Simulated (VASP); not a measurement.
Input of a VASP 6.6.1 run:

Contents of INCAR:

```
PREC = Accurate
ENCUT = 520
EDIFF = 1E-7
ISMEAR = 0
SIGMA = 0.1
LREAL = F
LASPH = T
NELM = 80
ALGO = Fast
ISIF = 2
LWAVE = F
LCHARG = F
GGA = PE
NBANDS = 48
```

The input KPOINTS:

```
regular mesh
0
Gamma
  18 18 4
```

Contents of POSCAR:

```
IrRu5
1.0
    2.7261446012      0.0000000000      0.0000000000
   -1.3630723006      2.3609104790      0.0000000000
    0.0000000000      0.0000000000     12.9439894380
Ru Ir
5 1
Direct
    0.3333333333      0.6666666667      0.8300317868
    0.3333333333      0.6666666667      0.1699682132
    0.3333333333      0.6666666667      0.5000000000
    0.6666666667      0.3333333333      0.3338283036
    0.6666666667      0.3333333333      0.6661716964
    0.6666666667      0.3333333333      0.0000000000
```

Potentials or basis: VASP PAW PBE potentials, release 64 (Ru_pv, Ir).

The run is started by

```console
$ cat potpaw_PBE.64/Ru_pv/POTCAR potpaw_PBE.64/Ir/POTCAR > POTCAR
$ mpirun -np 1 vasp_std > vasp.out
```

Question: Predict the band gap on the k mesh.

Answer: Zero (an odd number of electrons rules out a gap without spin polarisation).

Question: What does it give for the pressure?

Answer: 0.0 GPa.

Question: Predict the largest force.

Answer: 0.017 eV/Å.

Forces in eV/Å, atoms in the order of the input:
```
Ru   0.000  0.000 -0.017
Ru   0.000  0.000  0.017
Ru   0.000  0.000  0.000
Ru   0.000  0.000 -0.004
Ru   0.000  0.000  0.004
Ir   0.000  0.000  0.000
```

Caveat: spin-orbit coupling is left out, which moves the levels of the heavy elements.
